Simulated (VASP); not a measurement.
# Si3N4: relaxation of shape and atoms at fixed volume with PBE

Si3N4:

```
Si N
1.0
     7.91666    0.00000    0.00000
    -3.95833    6.85603    0.00000
     0.00000    0.00000    3.01659
Si N
6 8
Direct
  0.77169 0.17770 0.25000
  0.59399 0.77169 0.75000
  0.82230 0.59399 0.25000
  0.22831 0.82230 0.75000
  0.40601 0.22831 0.25000
  0.17770 0.40601 0.75000
  0.03345 0.33065 0.25000
  0.70280 0.03345 0.75000
  0.66935 0.70280 0.25000
  0.96655 0.66935 0.75000
  0.29720 0.96655 0.25000
  0.33065 0.29720 0.75000
  0.66667 0.33333 0.25000
  0.33333 0.66667 0.75000
```

```
Program                : VASP 6.6.1
Task                   : relaxation of shape and atoms at fixed volume
Functional             : PBE
Potentials or basis    : VASP PAW PBE potentials, release 64 (Si, N)
Cutoff                 : 600 eV
k mesh                 : 6 × 6 × 8
Occupations            : gaussian, width 0.02 eV
Spin                   : no spin polarisation
Dipole correction      : no
Further INCAR settings : ALGO = Normal; EDIFF = 1e-06; IBRION = 2; EDIFFG = -0.01; NSW = 50; ISIF = 4
```

```json
{
 "Energy gained by relaxing": "0.3 meV/atom",
 "Ionic steps": "8",
 "Pressure after relaxing": "-18.8 GPa",
 "Band gap on the k mesh": "3.63 eV (least direct gap 3.78 eV)"
}
```

The path:
| step | energy change (eV) | largest force (eV/Å) | pressure (GPa) | volume (Å³) |
| --- | --- | --- | --- | --- |
| 1 | 0.0000 | 0.0547 | -18.97 | 163.73 |
| 2 | -0.0012 | 0.0579 | -18.92 | 163.73 |
| 3 | -0.0012 | 0.0648 | -18.91 | 163.73 |
| 4 | -0.0021 | 0.0400 | -18.89 | 163.73 |
| 5 | -0.0027 | 0.0556 | -18.85 | 163.73 |
| 6 | -0.0034 | 0.0317 | -18.83 | 163.73 |
| 7 | -0.0037 | 0.0170 | -18.81 | 163.73 |
| 8 | -0.0038 | 0.0019 | -18.81 | 163.73 |

Final structure:
```
CELL_PARAMETERS angstrom
7.91925 0.00000 0.00000
-3.95963 6.85827 0.00000
0.00000 0.00000 3.01461
ATOMIC_POSITIONS crystal
Si 0.77353 0.17937 0.25000
Si 0.59416 0.77353 0.75000
Si 0.82063 0.59416 0.25000
Si 0.22647 0.82063 0.75000
Si 0.40584 0.22647 0.25000
Si 0.17937 0.40584 0.75000
N 0.03520 0.33092 0.25000
N 0.70428 0.03520 0.75000
N 0.66908 0.70428 0.25000
N 0.96480 0.66908 0.75000
N 0.29572 0.96480 0.25000
N 0.33092 0.29572 0.75000
N 0.66667 0.33333 0.25000
N 0.33333 0.66667 0.75000
```

Levels at points of the mesh, in eV from the valence-band top:
| k point | band 29 | band 30 | band 31 | band 32 | band 33 | band 34 | band 35 | band 36 |
| --- | --- | --- | --- | --- | --- | --- | --- | --- |
| (0.00, 0.00, 0.00) | -1.13 | -0.40 | -0.36 | -0.15 | 3.63 | 3.93 | 4.27 | 4.27 |
| (0.50, 0.00, 0.00) | -1.18 | -0.71 | -0.25 | -0.19 | 3.96 | 4.18 | 4.37 | 4.53 |
| (0.00, 0.00, 0.50) | -1.41 | -1.41 | -1.09 | -1.09 | 4.30 | 4.30 | 4.30 | 4.30 |
| (0.50, 0.00, 0.50) | -1.31 | -1.31 | -0.87 | -0.87 | 4.19 | 4.19 | 5.27 | 5.27 |

Wall time 26 min on 1 thread of Oxide Virtual Turin-like Processor (shared host), peak memory 0.42 GiB.

A k mesh can miss the band edges.
